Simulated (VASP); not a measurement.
**Sn8HO16 (a cell with a defect): single point with PBE**

Sn8HO16 (a cell with a defect):

```
CELL_PARAMETERS angstrom
-4.82742 -4.82742 0.00000
4.82742 -4.82742 0.00000
0.00000 4.82742 6.47614
ATOMIC_POSITIONS crystal
Sn 0.50426 0.50107 0.00199
Sn 0.75229 0.74905 0.49801
Sn 0.99073 0.99671 0.98842
Sn 0.25230 0.25831 0.51159
Sn 0.13347 0.59859 0.25000
Sn 0.37438 0.87501 0.74988
Sn 0.61574 0.13062 0.25000
Sn 0.87449 0.37511 0.75012
O 0.19691 0.51117 0.00295
O 0.44397 0.75822 0.49705
O 0.69149 0.00917 0.00128
O 0.94021 0.25790 0.49872
O 0.13645 0.29955 0.25001
O 0.38793 0.57175 0.75486
O 0.65717 0.82277 0.25000
O 0.88307 0.06687 0.74515
O 0.81184 0.48394 0.00254
O 0.05931 0.73143 0.49746
O 0.30112 0.98505 0.00095
O 0.55016 0.23412 0.49905
O 0.07800 0.91742 0.24995
O 0.36539 0.18154 0.75246
O 0.61260 0.43358 0.25000
O 0.86293 0.67906 0.74753
H 0.93248 0.89905 0.24993
```

```yaml
Program: VASP 6.6.1
Task: single point
Functional: PBE
Potentials_or_basis: VASP PAW PBE potentials, release 64 (Sn_d, O, H)
Cutoff: 520 eV
k_mesh: 3 × 3 × 3
Occupations: gaussian, width 0.02 eV
Spin: no spin polarisation
Dipole_correction: no
Charge: 1
Further_INCAR_settings: LREAL = Auto; ALGO = Normal; EDIFF = 1e-06; NBANDS = 122; NELECT = 208.0
```

```
Largest force : 0.109 eV/Å
```

Forces on the atoms (eV/Å):
```
Sn   0.002 -0.004 -0.002
Sn   0.005 -0.001  0.004
Sn  -0.006  0.001  0.029
Sn  -0.010 -0.003 -0.029
Sn   0.001  0.004  0.001
Sn   0.001  0.009  0.006
Sn  -0.012 -0.004 -0.002
Sn   0.000  0.008 -0.003
O   -0.008 -0.013 -0.005
O   -0.008 -0.016  0.005
O   -0.012 -0.013  0.015
O   -0.013 -0.009 -0.014
O   -0.006  0.002  0.000
O    0.019 -0.023  0.010
O    0.008 -0.021  0.002
O    0.020 -0.022 -0.016
O    0.011  0.010  0.007
O    0.012  0.009 -0.007
O    0.005  0.012 -0.002
O    0.003  0.010 -0.001
O   -0.044 -0.073  0.003
O   -0.014  0.018  0.005
O   -0.008  0.011  0.000
O   -0.017  0.021 -0.008
H    0.067  0.085  0.000
```

Levels at points of the mesh, in eV from the Fermi level:
| k point | band 100 | band 101 | band 102 | band 103 | band 104 | band 105 | band 106 | band 107 | band 108 | band 109 |
| --- | --- | --- | --- | --- | --- | --- | --- | --- | --- | --- |
| (0.00, 0.00, 0.00) | -0.80 | -0.75 | -0.73 | -0.71 | -0.18 | 0.64 | 4.38 | 4.41 | 4.51 | 4.59 |

Run time: 34 min on 1 thread of Intel Xeon 8259CL, on a shared host, peak memory 0.62 GiB.

Caveat: the cell carries a net charge on a neutralising background, which shifts energy and pressure; the cell is charged against a uniform background, so pressure and absolute levels hang on convention; spin-orbit coupling is left out, which moves the levels of the heavy elements.
